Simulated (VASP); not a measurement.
InSb3: single point with PBEsol

The system is InSb3.

```xyz
4
Lattice="4.8900 0.0000 0.0000 0.0000 4.8900 0.0000 0.0000 0.0000 4.8900" Properties=species:S:1:pos:R:3 pbc="T T T"
In    0.0000    0.0000    0.0000
Sb    2.4450    0.0000    2.4450
Sb    0.0000    2.4450    2.4450
Sb    2.4450    2.4450    0.0000
```

This cell differs from its parent crystal: functional PBEsol, strained.

```json
{
 "Program": "VASP 6.6.1",
 "Task": "single point",
 "Functional": "PBEsol",
 "Potentials or basis": "VASP PAW PBE potentials, release 64 (In_d, Sb)",
 "Cutoff": "520 eV",
 "k mesh": "10 × 10 × 10",
 "Occupations": "gaussian, width 0.1 eV",
 "Spin": "no spin polarisation"
}
```

```json
{
  "Pressure": "-4.8 GPa",
  "Band gap on the k mesh": "zero (band 14 reaches 10.31 eV, above the bottom of band 15 at 6.03 eV)"
}
```

Levels at points of the mesh, in eV from the Fermi level:
```csv
k point,band 12,band 13,band 14,band 15,band 16,band 17
"(0.00, 0.00, 0.00)",-3.52,0.50,0.50,0.50,1.74,1.74
"(0.50, 0.00, 0.00)",-1.87,-1.87,-0.93,-0.71,1.83,2.11
"(0.50, 0.50, 0.00)",-1.53,-1.18,-0.95,-0.95,-0.45,1.20
"(0.50, 0.50, 0.50)",-4.61,-4.60,3.33,3.33,3.41,3.41
```

It took 51 s on 1 thread of Intel(R) Xeon(R) Platinum 8488C (Sapphire Rapids) (shared host), peak memory 0.29 GiB.

Caveat: the cell differs from its parent crystal (functional PBEsol, strained); the PAW data sets were made with another functional, which shifts forces and pressure a little; spin-orbit coupling is left out, which moves the levels of the heavy elements.
